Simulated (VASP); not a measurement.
# InSe (C2/m) in VASP: further runs

InSe is run at these levels: PBEsol; tasks: single point.

Everything below comes from runs of VASP 6.6.1. Logs are shortened: lines on timing, memory, paths and dates and some standing lists are left out, and cuts for length are marked.

## Step 1: The cell of the first run

It takes space group C2/m (No. 12, monoclinic). The conventional cell has a = 11.736 Å, b = 4.110 Å, c = 4.610 Å, α = 90.00°, β = 110.30°, γ = 90.00°. In (site symmetry m) has 5 Se at 2.58 to 3.51 Å and 3 In at 2.74 to 3.74 Å within 3.8 Å. Within 3.6 Å of Se (site symmetry m) lie 5 In at 2.58 to 3.51 Å and 3 Se at 3.51 to 3.52 Å.

## Step 2: Single point, PBEsol

INCAR reads:

```
SYSTEM = InSe
  ALGO = Normal
  EDIFF = 1E-7
  ENCUT = 520
  GGA = PS
  ISIF = 2
  ISMEAR = 0
  LASPH = .TRUE.
  LCHARG = .FALSE.
  LREAL = .FALSE.
  LWAVE = .FALSE.
  NBANDS = 27
  NELM = 100
  PREC = Accurate
  SIGMA = 0.01
```

KPOINTS reads:

```
k-points
0
G
  6 6 6
  0 0 0
```

POSCAR reads:

```
InSe
1.0
    5.8679030000     -2.0550000000      0.0000000000
    5.8679030000      2.0550000000      0.0000000000
   -1.5994150000      0.0000000000      4.3236530000
In Se
2 2
Direct
    0.8840000000      0.8840000000      0.0050000000
    0.1160000000      0.1160000000      0.9950000000
    0.6600000000      0.6600000000      0.6420000000
    0.3400000000      0.3400000000      0.3580000000
```

Potentials or basis: VASP PAW PBE potentials, release 64 (In_d, Se).

Launch:

```
cat potpaw_PBE.64/In_d/POTCAR potpaw_PBE.64/Se/POTCAR > POTCAR
mpirun -np 1 vasp_std > vasp.out
```

OUTCAR:

```text
SYSTEM = InSe
   EDIFF = 1E-7
   ENCUT = 520
   GGA = PS
   ISIF = 2
   ISMEAR = 0
   LASPH = .TRUE.
   LREAL = .FALSE.
   NELM = 100
   PREC = Accurate

 ion  position               nearest neighbor table
   1  0.884  0.884  0.005-   3 2.58   2 2.74   4 2.78   4 2.78   2 3.74   2 3.74
   2  0.116  0.116  0.995-   4 2.58   1 2.74   3 2.78   3 2.78   1 3.74   1 3.74
   3  0.660  0.660  0.642-   1 2.58   2 2.78   2 2.78
   4  0.340  0.340  0.358-   2 2.58   1 2.78   1 2.78

  LATTYP: Found a base centered monoclinic cell.
 ALAT       =    11.7358060000
 B/A-ratio  =     0.3502102881
 C/A-ratio  =     0.3928149793
 COS(beta)  =    -0.3469446560

  Lattice vectors:

 A1 = (   5.8679030000,  -2.0550000000,   0.0000000000)
 A2 = (   5.8679030000,   2.0550000000,   0.0000000000)
 A3 = (  -1.5994150000,   0.0000000000,   4.3236530000)

Analysis of symmetry for initial positions (statically):
=====================================================================
 Subroutine PRICEL returns:
 Original cell was already a primitive cell.

 Routine SETGRP: Setting up the symmetry group for a
 base centered monoclinic supercell.

 Subroutine GETGRP returns: Found  4 space group operations
 (whereof  4 operations were pure point group operations)
 out of a pool of  4 trial point group operations.

The static configuration has the point symmetry C_2h.

Analysis of symmetry for dynamics (positions and initial velocities):
=====================================================================
 Subroutine PRICEL returns:
 Original cell was already a primitive cell.

 Routine SETGRP: Setting up the symmetry group for a
 base centered monoclinic supercell.

 Subroutine GETGRP returns: Found  4 space group operations
 (whereof  4 operations were pure point group operations)
 out of a pool of  4 trial point group operations.

The dynamic configuration has the point symmetry C_2h.

 Subroutine INISYM returns: Found  4 space group operations
 (whereof  4 operations are pure point group operations),
 and found     1 'primitive' translations

----------------------------------------------------------------------------------------

                                     Primitive cell

  volume of cell :     104.2739

  direct lattice vectors                    reciprocal lattice vectors
     5.867903000 -2.055000000  0.000000000     0.085209316 -0.243309002  0.031520813
     5.867903000  2.055000000  0.000000000     0.085209316  0.243309002  0.031520813
    -1.599415000  0.000000000  4.323653000     0.000000000  0.000000000  0.231285906

  length of vectors
     6.217339513  6.217339513  4.610000391     0.259718039  0.259718039  0.231285906

  position of ions in fractional coordinates (direct lattice)
     0.884000000  0.884000000  0.005000000
     0.116000000  0.116000000  0.995000000
     0.660000000  0.660000000  0.642000000
     0.340000000  0.340000000  0.358000000

  ion indices of the primitive-cell ions
   primitive index   ion index
                 1           1
                 2           2
                 3           3
                 4           4

----------------------------------------------------------------------------------------

 KPOINTS: k-points

Automatic generation of k-mesh.
 Grid dimensions read from file:
 generate k-points for:    6    6    6

 Generating k-lattice:

  Cartesian coordinates                     Fractional coordinates (reciprocal lattice)
     0.014201553 -0.040551500  0.005253469     0.166666667  0.000000000  0.000000000
     0.014201553  0.040551500  0.005253469     0.000000000  0.166666667  0.000000000
     0.000000000  0.000000000  0.038547651     0.000000000  0.000000000  0.166666667

  Length of vectors
     0.043286340  0.043286340  0.038547651

  Shift w.r.t. Gamma in fractional coordinates (k-lattice)
     0.000000000  0.000000000  0.000000000

 Subroutine IBZKPT returns following result:
 ===========================================

 Found     68 irreducible k-points:

 Following reciprocal coordinates:
            Coordinates               Weight
  0.000000  0.000000  0.000000      1.000000
  0.166667  0.000000  0.000000      4.000000
  0.333333  0.000000  0.000000      4.000000
  0.500000 -0.000000  0.000000      2.000000
  0.166667  0.166667  0.000000      2.000000
  0.333333  0.166667  0.000000      4.000000
[... 16 lines left out ...]
 -0.333333  0.166667  0.166667      4.000000
 -0.166667  0.166667  0.166667      4.000000
 [... further k-points ...]
   k-points           NKPTS =     68   k-points in BZ     NKDIM =     68   number of bands    NBANDS=     27
   number of dos      NEDOS =    301   number of ions     NIONS =      4
   total plane-waves  NPLWV =  82944
   dimension x,y,z NGX =    48 NGY =   48 NGZ =   36
   dimension x,y,z NGXF=    96 NGYF=   96 NGZF=   72
   ions per type =               2   2
   NGX,Y,Z   is equivalent  to a cutoff of  12.83, 12.83, 12.98 a.u.
   NGXF,Y,Z  is equivalent  to a cutoff of  25.67, 25.67, 25.96 a.u.
 SYSTEM =  InSe
   PREC   = accura    normal or accurate (medium, high low for compatibility)
   ISTART =      0    job   : 0-new  1-cont  2-samecut
   ICHARG =      2    charge: 1-file 2-atom 10-const
   ISPIN  =      1    spin polarized calculation?
   LNONCOLLINEAR =      F non collinear calculations
   LSORBIT =      F    spin-orbit coupling
   LASPH  =      T    aspherical Exc in radial PAW
   ENCUT  =  520.0 eV  38.22 Ry    6.18 a.u.  11.56 11.56  8.57*2*pi/ulx,y,z
   NELM   =    100;   NELMIN=  2; NELMDL= -5     # of ELM steps
   EDIFF  = 0.1E-06   stopping-criterion for ELM
   LREAL  =      F    real-space projection
   EDIFFG = 0.1E-05   stopping-criterion for IOM
   NSW    =      0    number of steps for IOM
   IBRION =     -1    ionic relax: 0-MD 1-quasi-New 2-CG
   NFREE  =      0    steps in history (QN), initial steepest desc. (CG)
   ISIF   =      2    stress and relaxation
   ISYM   =      2    0-nonsym 1-usesym 2-fastsym
   POTIM  = 0.5000    time-step for ionic-motion
   TEBEG  =    0.0;   TEEND  =   0.0 temperature during run
   PSTRESS=    0.0 pullay stress
   NELECT =      38.0000    total number of electrons
   NUPDOWN=      -1.0000    fix difference up-down
   EMIN   =  10.00;   EMAX   =-10.00  energy-range for DOS
   EFERMI =   0.00;   METHOD = LEGACY
   ISMEAR =     0;   SIGMA  =   0.01  broadening in eV -4-tet -1-fermi 0-gaus
   EFERMI_NEDOS =   21; number of points for ismear=-14 and -15
   IALGO  =     38    algorithm
   IMIX   =      4    mixing-type and parameters
     AMIX     =   0.40;   BMIX     =  1.00
     AMIX_MAG =   1.60;   BMIX_MAG =  1.00
  volume/ion in A,a.u.               =      26.07       175.92
  Fermi-wavevector in a.u.,A,eV,Ry     =   1.169349  2.209749 18.604297  1.367377
  Thomas-Fermi vector in A             =   2.305823
   LORBIT       =      0    0 simple, 1 ext, 2 COOP (PROOUT), +10 PAW based schemes
   GGA     = PS    functional components
   LHFCALC =     F    Hartree Fock is set to
   AEXX    =    0.0000 exact exchange contribution
   IVDW    =     0    specifies the selected vdW correction
   LEPSILON=     F    determine dielectric tensor
   LRPA    =     F    only Hartree local field effects (RPA)
 non-spin polarized calculation
 Gauss-broadening in eV      SIGMA  =   0.01
  energy-cutoff  :      520.00
  volume of cell :      104.27
 maximum number of plane-waves:      2833
 NGX is ok and might be reduce to    48
   NGX = 23   NGY = 23   NGZ = 17

 number of electron      38.0000002 magnetization

 Free energy of the ion-electron system (eV)
  ---------------------------------------------------
  ext. energy  EPLUGINS =         0.00000000
  ---------------------------------------------------
  free energy    TOTEN  =       -15.45422528 eV

  energy without entropy =      -15.45422528  energy(sigma->0) =      -15.45422528

 E-fermi :   4.7870     XC(G=0):  -9.7651

 val. band max:        4.7375550684   @ k =  -0.3333  -0.3333   0.3333
 cond. band min:       5.7851060288   @ k =   0.5000   0.5000   0.0000
 fundamental gap:      1.0475509604
 Fermi energy:         4.7870401798

 k-point     1 :       0.0000    0.0000    0.0000
  band No.  band energies     occupation
      1      -9.8504      2.00000
      2      -9.8048      2.00000
      3      -9.5003      2.00000
      4      -9.4836      2.00000
      5      -9.4412      2.00000
      6      -9.4373      2.00000
[... 19 lines left out ...]
     26      11.7752      0.00000
     27      13.3797      0.00000

 k-point     2 :       0.1667    0.0000    0.0000
  band No.  band energies     occupation
      1      -9.8513      2.00000
      2      -9.7920      2.00000
      3      -9.5528      2.00000
      4      -9.4794      2.00000
      5      -9.4590      2.00000
      6      -9.4305      2.00000
[... 19 lines left out ...]
     26      11.6722      0.00000
     27      13.0793      0.00000

 k-point     3 :       0.3333    0.0000    0.0000
  band No.  band energies     occupation
      1      -9.8487      2.00000
      2      -9.7829      2.00000
      3      -9.5953      2.00000
      4      -9.5238      2.00000
      5      -9.4497      2.00000
      6      -9.4435      2.00000
[... 19 lines left out ...]
     26      12.5382      0.00000
     27      12.6345      0.00000

 k-point     4 :       0.5000   -0.0000    0.0000
  band No.  band energies     occupation
      1      -9.8462      2.00000
      2      -9.7879      2.00000
      3      -9.5746      2.00000
      4      -9.5718      2.00000
      5      -9.4499      2.00000
      6      -9.4420      2.00000
[... 19 lines left out ...]
     26      12.3207      0.00000
     27      13.3391      0.00000
[... 516 lines left out ...]
      4      -9.5672      2.00000
      5      -9.4596      2.00000
      6      -9.4340      2.00000
[... 19 lines left out ...]
     26      10.8599      0.00000
     27      12.3439      0.00000

 k-point    23 :      -0.3333    0.1667    0.1667
  band No.  band energies     occupation
      1      -9.8714      2.00000
      2      -9.7689      2.00000
      3      -9.6302      2.00000
      4      -9.5378      2.00000
      5      -9.4671      2.00000
      6      -9.4299      2.00000
[... 19 lines left out ...]
     26      10.9752      0.00000
     27      13.4659      0.00000

 k-point    24 :      -0.1667    0.1667    0.1667
  band No.  band energies     occupation
      1      -9.8369      2.00000
      2      -9.8162      2.00000
      3      -9.6178      2.00000
      4      -9.4962      2.00000
      5      -9.4644      2.00000
      6      -9.4380      2.00000
[... 19 lines left out ...]
     26      12.2090      0.00000
     27      12.9359      0.00000

 [... further k-points ...]

------------------------ aborting loop because EDIFF is reached ----------------------------------------

  FORCE on cell =-STRESS in cart. coord.  units (eV):
  Direction    XX          YY          ZZ          XY          YZ          ZX
  --------------------------------------------------------------------------------------
  -------------------------------------------------------------------------------------
  Total        1.2316970     -0.9695341     -0.4419998      0.0000000      0.0000000      1.4318838
  in kB       18.9251308    -14.8969752     -6.7913651      0.0000000      0.0000000     22.0010188
  external PRESSURE =      -0.9210698 kB  Pullay stress =       0.0000000 kB

 VOLUME and BASIS-vectors are now :
 -----------------------------------------------------------------------------
  energy-cutoff  :      520.00
  volume of cell :      104.27
      direct lattice vectors                 reciprocal lattice vectors
     5.867903000 -2.055000000  0.000000000     0.085209316 -0.243309002  0.031520813
     5.867903000  2.055000000  0.000000000     0.085209316  0.243309002  0.031520813
    -1.599415000  0.000000000  4.323653000     0.000000000  0.000000000  0.231285906

 POSITION                                       TOTAL-FORCE (eV/Angst)
 -----------------------------------------------------------------------------------
     10.36646      0.00000      0.02162        -0.175635      0.000000      0.514471
     -0.23006      0.00000      4.30203         0.175635      0.000000     -0.514471
      6.71881      0.00000      2.77579        -0.700647      0.000000     -0.033430
      3.41758      0.00000      1.54787         0.700647      0.000000      0.033430
 -----------------------------------------------------------------------------------
    total drift:                               -0.000000     -0.000000      0.000000

  FREE ENERGIE OF THE ION-ELECTRON SYSTEM (eV)
  ---------------------------------------------------
  free  energy   TOTEN  =       -15.4542252783 eV

  energy  without entropy=      -15.4542252783  energy(sigma->0) =      -15.45422528
```

Run time: 7.6 min. Hardware: 1 thread of Intel Xeon 8259CL, shared host; peak memory 0.38 GiB.

Results:

```yaml
Free_energy: -15.4542 eV
Pressure: -0.1 GPa
Largest_force: 0.701 eV/Å
Band_gap_on_the_k_mesh: 1.05 eV (least direct gap 1.29 eV)
```

Forces on the atoms (eV/Å):
```
In  -0.176  0.000  0.514
In   0.176  0.000 -0.514
Se  -0.701  0.000 -0.033
Se   0.701  0.000  0.033
```

Levels at points of the mesh, in eV from the valence-band top:
| k point | band 16 | band 17 | band 18 | band 19 | band 20 | band 21 | band 22 | band 23 |
| --- | --- | --- | --- | --- | --- | --- | --- | --- |
| (0.00, 0.00, 0.00) | -2.76 | -2.24 | -1.72 | -1.09 | 2.82 | 3.48 | 4.34 | 4.64 |
| (0.50, 0.00, 0.00) | -1.99 | -1.62 | -1.54 | -1.19 | 1.45 | 2.42 | 3.09 | 3.30 |
| (0.50, 0.50, 0.00) | -2.58 | -1.15 | -0.57 | -0.34 | 1.05 | 2.86 | 3.01 | 4.45 |
| (0.00, 0.00, 0.50) | -1.57 | -1.56 | -1.10 | -0.34 | 1.07 | 2.30 | 3.36 | 3.62 |
| (0.50, 0.00, 0.50) | -3.26 | -2.75 | -2.39 | -1.63 | 2.21 | 3.24 | 3.98 | 4.62 |
| (0.50, 0.50, 0.50) | -1.39 | -1.35 | -1.34 | -0.49 | 2.35 | 2.99 | 3.23 | 3.87 |

Caveat: the PAW data sets were made with another functional, which shifts forces and pressure a little; spin-orbit coupling is left out, which moves the levels of the heavy elements.

## Step 3: Single point, PBEsol

INCAR reads:

```
ALGO = Normal
EDIFF = 1E-6
ENCUT = 520
GGA = PS
ISIF = 2
ISMEAR = 0
LASPH = T
LCHARG = F
LREAL = F
LWAVE = F
NBANDS = 27
NELM = 60
PREC = Accurate
SIGMA = 0.01
```

KPOINTS reads:

```
k-points
0
Gamma
  6 6 6
```

POSCAR is that of step 2.

Potentials or basis: VASP PAW PBE potentials, release 64 (In_d, Se).

Launch:

```
cat potpaw_PBE.64/In_d/POTCAR potpaw_PBE.64/Se/POTCAR > POTCAR
mpirun -np 1 vasp_std > vasp.out
```

Wall time 6.1 min (1 thread of Intel Xeon 8259CL, shared host); peak memory 0.38 GiB.

Results (log left out):

```
Free energy            : -15.4542 eV
Pressure               : -0.1 GPa
Largest force          : 0.701 eV/Å
Band gap on the k mesh : 1.05 eV (least direct gap 1.29 eV)
```

Forces on the atoms (eV/Å):
```
In  -0.175  0.000  0.515
In   0.175  0.000 -0.515
Se  -0.701  0.000 -0.033
Se   0.701  0.000  0.033
```

Stress tensor (GPa, compression positive):
```
 1.92  0.00  2.20
 0.00 -1.47  0.00
 2.20  0.00 -0.66
```

Levels at points of the mesh, in eV from the valence-band top:
```tsv
k point	band 16	band 17	band 18	band 19	band 20	band 21	band 22	band 23
(0.00, 0.00, 0.00)	-2.76	-2.24	-1.72	-1.09	2.82	3.48	4.34	4.64
(0.50, 0.00, 0.00)	-1.99	-1.62	-1.54	-1.19	1.45	2.42	3.09	3.30
(0.50, 0.50, 0.00)	-2.58	-1.15	-0.57	-0.34	1.05	2.86	3.01	4.45
(0.00, 0.00, 0.50)	-1.57	-1.56	-1.10	-0.34	1.07	2.30	3.36	3.62
(0.50, 0.00, 0.50)	-3.26	-2.75	-2.39	-1.63	2.21	3.24	3.98	4.62
(0.50, 0.50, 0.50)	-1.39	-1.35	-1.34	-0.49	2.35	2.99	3.23	3.87
```

Caveat: the PAW data sets were made with another functional, which shifts forces and pressure a little; spin-orbit coupling is left out, which moves the levels of the heavy elements. As with any semilocal functional, this PBEsol gap is likely too small.
